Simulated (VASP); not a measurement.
A run of VASP 6.6.1:

File INCAR:

```
ALGO = Normal
EDIFF = 1E-6
ENCUT = 520
GGA = PE
ISIF = 2
ISMEAR = -1
ISPIN = 2
LASPH = True
LCHARG = True
LELF = True
LMAXMIX = 6
LORBIT = 11
LREAL = False
LUSENCCL = False
LVHAR = True
LWAVE = False
MAGMOM = 7 -7 0 0 0 0 3 -3
NBANDS = 56
NELM = 150
PREC = Accurate
SIGMA = 0.1
```

KPOINTS

```
Automatic mesh
0
Gamma
  5 5 3
  0.5 0.5 0.5
```

File POSCAR:

```
GdCoGeH
1.0
    3.9528732600      0.0000000000      0.0000000000
    0.0000000000      3.9528732600      0.0000000000
    0.0000000000      0.0000000000      7.5681873500
Gd H Ge Co
2 2 2 2
Direct
    0.2500000000      0.2500000000      0.6709000000
    0.7500000000      0.7500000000      0.3291000000
    0.2500000000      0.7500000000      0.5000000000
    0.7500000000      0.2500000000      0.5000000000
    0.2500000000      0.2500000000      0.1643000000
    0.7500000000      0.7500000000      0.8357000000
    0.7500000000      0.2500000000      0.0000000000
    0.2500000000      0.7500000000      0.0000000000
```

Potentials or basis: VASP PAW PBE potentials, release 64 (Gd, H, Ge_d, Co).

Launch:

```sh
$ cat potpaw_PBE.64/Gd/POTCAR potpaw_PBE.64/H/POTCAR potpaw_PBE.64/Ge_d/POTCAR potpaw_PBE.64/Co/POTCAR > POTCAR
$ mpirun -np 1 vasp_std > vasp.out
```

Hardware: 1 × NVIDIA H100 80GB with 1 thread of AMD EPYC 7R13 Processor (Zen 3), with other jobs on the host.

Problem. How long does it take, and how much memory?

Solution. Run time: 6.1 min on 1 × NVIDIA H100 80GB with 1 thread of AMD EPYC 7R13 Processor (Zen 3) (shared host), peak memory 1.4 GiB. Counts: scf iterations 30, k points 18.
